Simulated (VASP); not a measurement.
Wanted: the native input for a VASP 6.6.1 run.

```
Task                   : single point
Functional             : LDA
Potentials or basis    : VASP PAW LDA potentials, release 64 (Ga_d)
Cutoff                 : 520 eV
k mesh                 : 14 × 14 × 16
Occupations            : fermi-dirac, width 0.05 eV
Spin                   : no spin polarisation
Dipole correction      : no
Further INCAR settings : ALGO = Normal; EDIFF = 1e-06; NBANDS = 12; ISYM = 0
```

The structure of Ga lies in POSCAR:

```
Ga
1.0
   -1.3618800000      1.3618800000      2.2290000000
    1.3618800000     -1.3618800000      2.2290000000
    1.3618800000      1.3618800000     -2.2290000000
Ga
1
Direct
    0.0000000000      0.0000000000      0.0000000000
```

This cell differs from its parent crystal: equal xx and yy strain of -3 %.

The input as run:

INCAR

```
SYSTEM = Ga
PREC     = Accurate       ! precision mode
ENCUT    = 520            ! plane-wave cutoff, eV
EDIFF    = 1E-6           ! SCF threshold, eV
ISMEAR   = -1             ! smearing method
SIGMA    = 0.05           ! smearing width, eV
LREAL    = .False.        ! projectors in reciprocal space
LASPH    = .True.         ! aspherical terms in the spheres
NELM     = 80             ! most SCF steps
ALGO     = Normal         ! electronic algorithm
ISIF     = 2              ! what is computed and relaxed
LWAVE    = .False.        ! write WAVECAR
LCHARG   = .False.        ! write CHGCAR
ISYM     = 0            
NBANDS   = 12             ! bands
```

KPOINTS

```
regular mesh
0
Gamma
  14 14 16
  0 0 0
```

Potentials or basis: VASP PAW LDA potentials, release 64 (Ga_d).

Run with:

```console
$ cat potpaw_LDA.64/Ga_d/POTCAR > POTCAR
$ mpirun -np 1 vasp_std > vasp.out
```

Results of the run:

```
Pressure : 2.5 GPa
```

Caveat: the cell differs from its parent crystal (equal xx and yy strain of -3 %).

Run time: 2.4 min on 1 thread of Intel Xeon 6975P-C (shared host), peak memory 0.39 GiB.
